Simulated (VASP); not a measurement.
# CuI (P4/mmm) in VASP: notebook

CuI is run at these levels: PBE; tasks: single point.

Everything below comes from runs of VASP 6.6.1. Logs are shortened: lines on timing, memory, paths and dates and some standing lists are left out, and cuts for length are marked.

## 1. The cell of the first run

The typed cell holds 2 atoms: a = 3.654 Å, b = 3.654 Å, c = 3.651 Å, α = 90.00°, β = 90.00°, γ = 90.00°.

## 2. Single point, PBE

Input file INCAR:

```
PREC = Accurate ; ENCUT = 520
EDIFF = 1E-6 ; ISMEAR = 0
SIGMA = 0.1 ; LREAL = False
LASPH = True ; NELM = 100
ALGO = Normal ; ISIF = 2
LWAVE = False ; LCHARG = True
GGA = PE ; LELF = True
LVHAR = True ; NBANDS = 16
```

Input file KPOINTS:

```
regular mesh
0
Gamma
  16 16 16
```

Input file POSCAR:

```
CuI
1.0
    3.6535006242      0.0000000000      0.0000000000
    0.0000000000      3.6535006242      0.0000000000
    0.0000000000      0.0000000000      3.6507605873
Cu I
1 1
Direct
    0.5000000000      0.5000000000      0.5000000000
    0.0000000000      0.0000000000      0.0000000000
```

Potentials or basis: VASP PAW PBE potentials, release 64 (Cu, I).

The run is started by

```sh
cat potpaw_PBE.64/Cu/POTCAR potpaw_PBE.64/I/POTCAR > POTCAR
mpirun -np 1 vasp_std > vasp.out
```

OUTCAR:

```text
PREC = Accurate
   ENCUT = 520
   EDIFF = 1E-6
   ISMEAR = 0
   LREAL = False
   LASPH = True
   NELM = 100
   ISIF = 2
   GGA = PE

 ion  position               nearest neighbor table
   1  0.500  0.500  0.500-   2 3.16   2 3.16   2 3.16   2 3.16   2 3.16   2 3.16   2 3.16   2 3.16

   2  0.000  0.000  0.000-   1 3.16   1 3.16   1 3.16   1 3.16   1 3.16   1 3.16   1 3.16   1 3.16

  LATTYP: Found a simple tetragonal cell.
 ALAT       =     3.6535006242
 C/A-ratio  =     0.9992500242

  Lattice vectors:

 A1 = (   3.6535006242,   0.0000000000,   0.0000000000)
 A2 = (   0.0000000000,   3.6535006242,   0.0000000000)
 A3 = (   0.0000000000,   0.0000000000,   3.6507605873)

Analysis of symmetry for initial positions (statically):
=====================================================================
 Subroutine PRICEL returns:
 Original cell was already a primitive cell.

 Routine SETGRP: Setting up the symmetry group for a
 simple tetragonal supercell.

 Subroutine GETGRP returns: Found 16 space group operations
 (whereof 16 operations were pure point group operations)
 out of a pool of 16 trial point group operations.

The static configuration has the point symmetry D_4h.

Analysis of symmetry for dynamics (positions and initial velocities):
=====================================================================
 Subroutine PRICEL returns:
 Original cell was already a primitive cell.

 Routine SETGRP: Setting up the symmetry group for a
 simple tetragonal supercell.

 Subroutine GETGRP returns: Found 16 space group operations
 (whereof 16 operations were pure point group operations)
 out of a pool of 16 trial point group operations.

The dynamic configuration has the point symmetry D_4h.

 Subroutine INISYM returns: Found 16 space group operations
 (whereof 16 operations are pure point group operations),
 and found     1 'primitive' translations

----------------------------------------------------------------------------------------

                                     Primitive cell

  volume of cell :      48.7306

  direct lattice vectors                    reciprocal lattice vectors
     3.653500624  0.000000000  0.000000000     0.273710094  0.000000000  0.000000000
     0.000000000  3.653500624  0.000000000     0.000000000  0.273710094  0.000000000
     0.000000000  0.000000000  3.650760587     0.000000000  0.000000000  0.273915524

  length of vectors
     3.653500624  3.653500624  3.650760587     0.273710094  0.273710094  0.273915524

  position of ions in fractional coordinates (direct lattice)
     0.500000000  0.500000000  0.500000000
     0.000000000  0.000000000  0.000000000

  ion indices of the primitive-cell ions
   primitive index   ion index
                 1           1
                 2           2

----------------------------------------------------------------------------------------

 KPOINTS: regular mesh

Automatic generation of k-mesh.
 Grid dimensions read from file:
 generate k-points for:   16   16   16

 Generating k-lattice:

  Cartesian coordinates                     Fractional coordinates (reciprocal lattice)
     0.017106881  0.000000000  0.000000000     0.062500000  0.000000000  0.000000000
     0.000000000  0.017106881  0.000000000     0.000000000  0.062500000  0.000000000
     0.000000000  0.000000000  0.017119720     0.000000000  0.000000000  0.062500000

  Length of vectors
     0.017106881  0.017106881  0.017119720

  Shift w.r.t. Gamma in fractional coordinates (k-lattice)
     0.000000000  0.000000000  0.000000000

 Subroutine IBZKPT returns following result:
 ===========================================

 Found    405 irreducible k-points:

 Following reciprocal coordinates:
            Coordinates               Weight
  0.000000  0.000000  0.000000      1.000000
  0.062500  0.000000  0.000000      4.000000
  0.125000  0.000000  0.000000      4.000000
  0.187500  0.000000  0.000000      4.000000
  0.250000  0.000000  0.000000      4.000000
  0.312500  0.000000  0.000000      4.000000
[... 16 lines left out ...]
  0.437500  0.125000  0.000000      8.000000
  0.500000  0.125000  0.000000      4.000000
 [... further k-points ...]
   k-points           NKPTS =    405   k-points in BZ     NKDIM =    405   number of bands    NBANDS=     16
   number of dos      NEDOS =    301   number of ions     NIONS =      2
   total plane-waves  NPLWV =  21952
   dimension x,y,z NGX =    28 NGY =   28 NGZ =   28
   dimension x,y,z NGXF=    56 NGYF=   56 NGZF=   56
   ions per type =               1   1
   NGX,Y,Z   is equivalent  to a cutoff of  12.74, 12.74, 12.75 a.u.
   NGXF,Y,Z  is equivalent  to a cutoff of  25.48, 25.48, 25.50 a.u.
 SYSTEM =  unknown system
   PREC   = accura    normal or accurate (medium, high low for compatibility)
   ISTART =      0    job   : 0-new  1-cont  2-samecut
   ICHARG =      2    charge: 1-file 2-atom 10-const
   ISPIN  =      1    spin polarized calculation?
   LNONCOLLINEAR =      F non collinear calculations
   LSORBIT =      F    spin-orbit coupling
   LASPH  =      T    aspherical Exc in radial PAW
   ENCUT  =  520.0 eV  38.22 Ry    6.18 a.u.   6.79  6.79  6.79*2*pi/ulx,y,z
   NELM   =    100;   NELMIN=  2; NELMDL= -5     # of ELM steps
   EDIFF  = 0.1E-05   stopping-criterion for ELM
   LREAL  =      F    real-space projection
   EDIFFG = 0.1E-04   stopping-criterion for IOM
   NSW    =      0    number of steps for IOM
   IBRION =     -1    ionic relax: 0-MD 1-quasi-New 2-CG
   NFREE  =      0    steps in history (QN), initial steepest desc. (CG)
   ISIF   =      2    stress and relaxation
   ISYM   =      2    0-nonsym 1-usesym 2-fastsym
   POTIM  = 0.5000    time-step for ionic-motion
   TEBEG  =    0.0;   TEEND  =   0.0 temperature during run
   PSTRESS=    0.0 pullay stress
   NELECT =      18.0000    total number of electrons
   NUPDOWN=      -1.0000    fix difference up-down
   EMIN   =  10.00;   EMAX   =-10.00  energy-range for DOS
   EFERMI =   0.00;   METHOD = LEGACY
   ISMEAR =     0;   SIGMA  =   0.10  broadening in eV -4-tet -1-fermi 0-gaus
   EFERMI_NEDOS =   21; number of points for ismear=-14 and -15
   IALGO  =     38    algorithm
   IMIX   =      4    mixing-type and parameters
     AMIX     =   0.40;   BMIX     =  1.00
     AMIX_MAG =   1.60;   BMIX_MAG =  1.00
  volume/ion in A,a.u.               =      24.37       164.43
  Fermi-wavevector in a.u.,A,eV,Ry     =   1.174623  2.219715 18.772485  1.379739
  Thomas-Fermi vector in A             =   2.311017
   LORBIT       =      0    0 simple, 1 ext, 2 COOP (PROOUT), +10 PAW based schemes
   GGA     = PE    functional components
   LHFCALC =     F    Hartree Fock is set to
   AEXX    =    0.0000 exact exchange contribution
   IVDW    =     0    specifies the selected vdW correction
   LEPSILON=     F    determine dielectric tensor
   LRPA    =     F    only Hartree local field effects (RPA)
 non-spin polarized calculation
 Gauss-broadening in eV      SIGMA  =   0.10
  energy-cutoff  :      520.00
  volume of cell :       48.73
 maximum number of plane-waves:      1357
 NGX is ok and might be reduce to    28
   NGX = 13   NGY = 13   NGZ = 13

 number of electron      18.0000012 magnetization

 Free energy of the ion-electron system (eV)
  ---------------------------------------------------
  ext. energy  EPLUGINS =         0.00000000
  ---------------------------------------------------
  free energy    TOTEN  =        -4.14022535 eV

  energy without entropy =       -4.13467105  energy(sigma->0) =       -4.13744820

 E-fermi :   5.6272     XC(G=0):  -9.9428

 val. band max:        5.6265456409   @ k =   0.5000   0.0625   0.0625
 cond. band min:       5.6319896696   @ k =   0.4375   0.4375   0.1250
 fundamental gap:      0.0054440287
 Fermi energy:         5.6272206987

 k-point     1 :       0.0000    0.0000    0.0000
  band No.  band energies     occupation
      1      -8.1354      2.00000
      2       3.7024      2.00000
      3       3.7028      2.00000
      4       4.1116      2.00000
      5       4.1116      2.00000
      6       4.1145      2.00000
[... 8 lines left out ...]
     15      15.8761      0.00000
     16      19.0067      0.00000

 k-point     2 :       0.0625    0.0000    0.0000
  band No.  band energies     occupation
      1      -8.1115      2.00000
      2       3.4625      2.00000
      3       3.7062      2.00000
      4       3.9253      2.00000
      5       3.9391      2.00000
      6       3.9442      2.00000
[... 8 lines left out ...]
     15      15.6456      0.00000
     16      18.9761      0.00000

 k-point     3 :       0.1250    0.0000    0.0000
  band No.  band energies     occupation
      1      -8.0420      2.00000
      2       2.7261      2.00000
      3       3.7168      2.00000
      4       3.7916      2.00000
      5       3.7967      2.00000
      6       3.9152      2.00000
[... 8 lines left out ...]
     15      15.1345      0.00000
     16      19.0201      0.00000

 k-point     4 :       0.1875    0.0000    0.0000
  band No.  band energies     occupation
      1      -7.9330      2.00000
      2       1.9120      2.00000
      3       3.6696      2.00000
      4       3.6745      2.00000
      5       3.7326      2.00000
      6       3.9746      2.00000
[... 8 lines left out ...]
     15      14.7596      0.00000
     16      18.0716      0.00000

 k-point     5 :       0.2500    0.0000    0.0000
  band No.  band energies     occupation
      1      -7.7961      2.00000
      2       1.1487      2.00000
      3       3.5717      2.00000
      4       3.5764      2.00000
      5       3.7514      2.00000
      6       4.0535      2.00000
[... 8 lines left out ...]
     15      15.1637      0.00000
     16      17.2192      0.00000

 k-point     6 :       0.3125    0.0000    0.0000
  band No.  band energies     occupation
      1      -7.6482      2.00000
      2       0.4911      2.00000
      3       3.4966      2.00000
      4       3.5013      2.00000
      5       3.7702      2.00000
      6       4.1261      2.00000
[... 8 lines left out ...]
     15      16.3000      0.00000
     16      16.4864      0.00000

 k-point     7 :       0.3750    0.0000    0.0000
  band No.  band energies     occupation
      1      -7.5126      2.00000
      2      -0.0186      2.00000
      3       3.4435      2.00000
      4       3.4481      2.00000
      5       3.7863      2.00000
      6       4.1287      2.00000
[... 8 lines left out ...]
     15      15.9039      0.00000
     16      17.7546      0.00000

 k-point     8 :       0.4375    0.0000    0.0000
  band No.  band energies     occupation
      1      -7.4158      2.00000
      2      -0.3435      2.00000
      3       3.4119      2.00000
      4       3.4164      2.00000
      5       3.7970      2.00000
      6       4.1305      2.00000
[... 8 lines left out ...]
     15      15.5167      0.00000
     16      19.3496      0.00000

 k-point     9 :       0.5000    0.0000    0.0000
  band No.  band energies     occupation
      1      -7.3804      2.00000
      2      -0.4554      2.00000
      3       3.4014      2.00000
      4       3.4059      2.00000
      5       3.8008      2.00000
      6       4.1312      2.00000
[... 8 lines left out ...]
     15      15.3785      0.00000
     16      19.6060      0.00000
[... 172 lines left out ...]
 k-point    19 :       0.1875    0.1250    0.0000
  band No.  band energies     occupation
      1      -7.8428      2.00000
      2       1.9454      2.00000
      3       3.0098      2.00000
      4       3.6645      2.00000
      5       3.8086      2.00000
      6       4.0907      2.00000
[... 8 lines left out ...]
     15      15.4453      0.00000
     16      17.5134      0.00000

 k-point    20 :       0.2500    0.1250    0.0000
  band No.  band energies     occupation
      1      -7.7082      2.00000
      2       1.2450      2.00000
      3       3.0502      2.00000
      4       3.6023      2.00000
      5       3.8162      2.00000
      6       4.0926      2.00000
[... 8 lines left out ...]
     15      15.5277      0.00000
     16      17.5273      0.00000

 k-point    21 :       0.3125    0.1250    0.0000
  band No.  band energies     occupation
      1      -7.5631      2.00000
      2       0.6152      2.00000
      3       3.0988      2.00000
      4       3.5493      2.00000
      5       3.8165      2.00000
      6       4.0975      2.00000
[... 8 lines left out ...]
     15      16.4231      0.00000
     16      17.4005      0.00000

 k-point    22 :       0.3750    0.1250    0.0000
  band No.  band energies     occupation
      1      -7.4303      2.00000
      2       0.1202      2.00000
      3       3.1344      2.00000
      4       3.5095      2.00000
      5       3.8169      2.00000
      6       4.1029      2.00000
[... 8 lines left out ...]
     15      16.8986      0.00000
     16      17.8120      0.00000

 k-point    23 :       0.4375    0.1250    0.0000
  band No.  band energies     occupation
      1      -7.3356      2.00000
      2      -0.1969      2.00000
      3       3.1543      2.00000
      4       3.4849      2.00000
      5       3.8184      2.00000
      6       4.1068      2.00000
[... 8 lines left out ...]
     15      16.5877      0.00000
     16      18.1367      0.00000

 k-point    24 :       0.5000    0.1250    0.0000
  band No.  band energies     occupation
      1      -7.3011      2.00000
      2      -0.3064      2.00000
      3       3.1605      2.00000
      4       3.4766      2.00000
      5       3.8192      2.00000
      6       4.1082      2.00000
[... 8 lines left out ...]
     15      16.4705      0.00000
     16      18.2295      0.00000

 [... further k-points ...]

------------------------ aborting loop because EDIFF is reached ----------------------------------------

  FORCE on cell =-STRESS in cart. coord.  units (eV):
  Direction    XX          YY          ZZ          XY          YZ          ZX
  --------------------------------------------------------------------------------------
  -------------------------------------------------------------------------------------
  Total        0.0158248      0.0158248      0.0272269      0.0000000      0.0000000     -0.0000000
  in kB        0.5202934      0.5202934      0.8951726      0.0000000      0.0000000     -0.0000000
  external PRESSURE =       0.6452532 kB  Pullay stress =       0.0000000 kB

 VOLUME and BASIS-vectors are now :
 -----------------------------------------------------------------------------
  energy-cutoff  :      520.00
  volume of cell :       48.73
      direct lattice vectors                 reciprocal lattice vectors
     3.653500624  0.000000000  0.000000000     0.273710094  0.000000000  0.000000000
     0.000000000  3.653500624  0.000000000     0.000000000  0.273710094  0.000000000
     0.000000000  0.000000000  3.650760587     0.000000000  0.000000000  0.273915524

 POSITION                                       TOTAL-FORCE (eV/Angst)
 -----------------------------------------------------------------------------------
      1.82675      1.82675      1.82538         0.000000      0.000000      0.000000
      0.00000      0.00000      0.00000         0.000000      0.000000      0.000000
 -----------------------------------------------------------------------------------
    total drift:                                0.000000      0.000000      0.000000

  FREE ENERGIE OF THE ION-ELECTRON SYSTEM (eV)
  ---------------------------------------------------
  free  energy   TOTEN  =        -4.1402253500 eV

  energy  without entropy=       -4.1346710452  energy(sigma->0) =       -4.13744820
```

Run time: 2.8 min. Hardware: 1 thread of AMD EPYC 7R43 (Zen 3), shared host; peak memory 0.39 GiB.

Results:

* Free energy: -4.1402 eV
* Pressure: 0.1 GPa
* Band gap on the k mesh: zero (band 9 reaches 5.72 eV, above the bottom of band 10 at 5.31 eV)

Caveat: spin-orbit coupling is left out, which moves the levels of the heavy elements; semilocal functionals often make such compounds metallic where correlation or magnetic order opens a gap, which also shifts bond lengths.

(Part 1 of 2 ends here.)
